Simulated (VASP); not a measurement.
Input of a VASP 6.6.1 run:

File INCAR:

```
SYSTEM = AlN
ALGO = Normal
EDIFF = 1E-6
ENCUT = 600
GGA = PE
GGA_COMPAT = .FALSE.
ISIF = 2
ISMEAR = 0
LASPH = .TRUE.
LCHARG = .TRUE.
LELF = .TRUE.
LREAL = .FALSE.
LVHAR = .TRUE.
LWAVE = .FALSE.
NBANDS = 16
NELM = 120
PREC = Accurate
SIGMA = 0.01
```

File KPOINTS:

```
k-points
0
G
  8 8 6
  0 0 0
```

The input POSCAR:

```
AlN
1.0
    3.1137541851      0.0000000000      0.0000000000
   -1.5568770926      2.6965902255      0.0000000000
    0.0000000000      0.0000000000      4.9832977840
Al N
2 2
Direct
    0.3333333333      0.6666666667     -0.0000165867
    0.6666666667      0.3333333333      0.4999834133
    0.3333333333      0.6666666667      0.3820165867
    0.6666666667      0.3333333333      0.8820165867
```

Potentials or basis: VASP PAW PBE potentials, release 64 (Al, N).

Run with:

```console
$ cat potpaw_PBE.64/Al/POTCAR potpaw_PBE.64/N/POTCAR > POTCAR
$ mpirun -np 1 vasp_std > vasp.out
```

(1) Predict the pressure.

(2) Predict the largest force.

(3) Estimate the band gap on the k mesh.

Results:

(1) 3.1 GPa.

(2) 0.005 eV/Å.

(3) 4.19 eV, direct.
